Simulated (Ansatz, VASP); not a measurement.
# Two plane-wave programs on Zr2B3

```
Zr B
1.0
     3.90217    0.00000    0.00000
    -1.95108    3.37938    0.00000
     0.00000    0.00000    4.97842
Zr B
2 3
Cartesian
  1.9511 1.1265 2.4892
  0.0000 2.2529 0.0000
  0.0000 0.0000 3.3604
  0.0000 0.0000 1.6180
  1.9511 1.1265 0.0000
```

Change from the starting cell: species swapped into the Fe3Ge2 type (P-6m2, No. 187).

Alike in both runs: functional PBE; k mesh 12 × 12 × 8; occupations gaussian, width 0.1 eV; no spin polarisation.

Ansatz relaxed the structure, and its values are those at the end. VASP's run is a single point on that final structure, the one shown.

```csv
,VASP,Ansatz
version,VASP 6.6.1,Ansatz 0.2.0
potentials or method,"VASP PAW PBE potentials, release 64 (Zr_sv, B), cutoff 520 eV","scalar-relativistic, plane waves, PAW"
valence electrons in the cell,33,33
```

Ansatz gave:

- gap on the k mesh at the Fermi level (eV): none
- pressure (GPa): 0.0
- rms of the force components (eV/Å): 0.000

Problem. What did VASP give for the same quantities?

Solution. gap on the k mesh at the Fermi level (eV): none; pressure (GPa): 0.1; rms of the force components (eV/Å): 0.004.

A gap of «none» marks a metal or a gap that the smearing closes.
